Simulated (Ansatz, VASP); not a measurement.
## C in VASP and in Ansatz

File INCAR:

```
SYSTEM = C
ALGO = Normal
EDIFF = 1E-6
ENCUT = 600
GGA = PS
GGA_COMPAT = .FALSE.
ISIF = 2
ISMEAR = 0
LASPH = .TRUE.
LCHARG = .FALSE.
LREAL = .FALSE.
LWAVE = .FALSE.
NBANDS = 11
NELM = 120
PREC = Accurate
SIGMA = 0.1
```

KPOINTS

```
k-points
0
G
  8 8 8
  0 0 0
```

Contents of POSCAR:

```
C
1.0
    0.0000000000      1.7835000000      1.7835000000
    1.7835000000      0.0000000000      1.7835000000
    1.7835000000      1.7835000000      0.0000000000
C
2
Direct
    0.0000000000      0.0000000000      0.0000000000
    0.2500000000      0.2500000000      0.2500000000
```

Input for Ansatz:

```yaml
crystal:
  lattice:
    - [0.0, 1.7835, 1.7835]
    - [1.7835, 0.0, 1.7835]
    - [1.7835, 1.7835, 0.0]
  atoms:
    - { symbol: C, position: [0.0, 0.0, 0.0] }
    - { symbol: C, position: [0.25, 0.25, 0.25] }
basis:
  ecutwfc: 600.0
kpoints:
  mp_grid: { grid: [8, 8, 8] }
hamiltonian:
  xc: pbesol
  pseudopotentials: { kind: paw, azcp: { folder: soft_1 } }
scf:
  occupations: { method: gaussian, width: 0.1 }
output:
  forces: true
  stress: true
  eigenvalues: true
```

Alike in both runs: task single point; functional PBEsol; k mesh 8 × 8 × 8; occupations gaussian, width 0.1 eV; no spin polarisation.

|  | VASP | Ansatz |
| --- | --- | --- |
| version | VASP 6.6.1 | Ansatz 0.2.0 |
| potentials or method | VASP PAW PBE potentials, release 64 (C), cutoff 600 eV | scalar-relativistic, plane waves, PAW |
| valence electrons in the cell | 8 | 8 |

```tsv
	VASP	Ansatz	Ansatz less VASP
gap on the k mesh at the Fermi level (eV)	4.00	4.01	+0.008
least direct gap on the mesh (eV)	5.54	5.54	+0.001
pressure (GPa)	-4.5	-4.9	-0.43
```

VASP's potentials were made for PBE, not for PBEsol, and Ansatz warns of the same on its side.
